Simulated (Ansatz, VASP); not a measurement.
# One calculation of Hf3NbO2, two programs

```
CELL_PARAMETERS angstrom
3.36287 0.00000 0.00000
-1.68143 2.91233 0.00000
0.00000 0.00000 10.57747
ATOMIC_POSITIONS crystal
Hf 0.33333 0.66667 0.71114
Hf 0.66667 0.33333 0.28886
Hf 0.00000 0.00000 0.00000
Nb 0.00000 0.00000 0.50000
O 0.33333 0.66667 0.91765
O 0.66667 0.33333 0.08235
```

Change from the starting cell: species swapped into the Sn2Pd3Au type (P-3m1, No. 164).

Alike in both runs: functional PBE; k mesh 12 × 12 × 4; occupations gaussian, width 0.1 eV; no spin polarisation.

Ansatz relaxed the structure, and its values are those at the end. VASP's run is a single point on that final structure, the one shown.

|  | VASP | Ansatz |
| --- | --- | --- |
| version | VASP 6.6.1 | Ansatz 0.2.0 |
| potentials or method | VASP PAW PBE potentials, release 64 (Hf_pv, Nb_sv, O), cutoff 520 eV | scalar-relativistic, plane waves, PAW |
| valence electrons in the cell | 55 | 103 |

|  | VASP | Ansatz | Ansatz less VASP |
| --- | --- | --- | --- |
| gap on the k mesh at the Fermi level (eV) | none | none | - |
| pressure (GPa) | -1.4 | 0.0 | +1.43 |
| rms of the force components (eV/Å) | 0.027 | 0.002 | -0.0254 |

A gap of «none» marks a metal or a gap that the smearing closes. With one functional, cell and mesh, what is left measures potentials, basis and numerics. VASP's potentials hold 55 valence electrons a cell and Ansatz's 103, so a difference there can come from the potentials and not from the codes.

Neither program's run includes spin-orbit coupling.
